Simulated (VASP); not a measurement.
A run of VASP 6.6.1:

INCAR

```
PREC     = Accurate       # precision mode
ENCUT    = 520            # plane-wave cutoff, eV
EDIFF    = 1E-6           # SCF threshold, eV
ISMEAR   = 0              # smearing method
SIGMA    = 0.02           # smearing width, eV
LREAL    = False          # projectors in reciprocal space
LASPH    = True           # aspherical terms in the spheres
NELM     = 60             # most SCF steps
ALGO     = Normal         # electronic algorithm
ISIF     = 2              # what is computed and relaxed
LWAVE    = False          # write WAVECAR
LCHARG   = False          # write CHGCAR
GGA      = PE             # functional
NBANDS   = 16             # bands
```

The input KPOINTS:

```
regular mesh
0
Gamma
  8 8 8
```

Contents of POSCAR:

```
ZnSe
1.0
    0.0000000000      2.7751138187      2.7751138187
    2.7751138187      0.0000000000      2.7751138187
    2.7751138187      2.7751138187      0.0000000000
Zn Se
1 1
Direct
    0.0000000000      0.0000000000      0.0000000000
    0.2500000000      0.2500000000      0.2500000000
```

Potentials or basis: VASP PAW PBE potentials, release 64 (Zn, Se).

Launch:

```bash
$ cat potpaw_PBE.64/Zn/POTCAR potpaw_PBE.64/Se/POTCAR > POTCAR
$ mpirun -np 1 vasp_std > vasp.out
```

Hardware: 1 thread of AMD EPYC 7571 (shared host).

How long does it take, and how much memory?

It took 32 s on 1 thread of AMD EPYC 7571 (shared host), peak memory 0.14 GiB. Counts: scf iterations 12, k points 29.
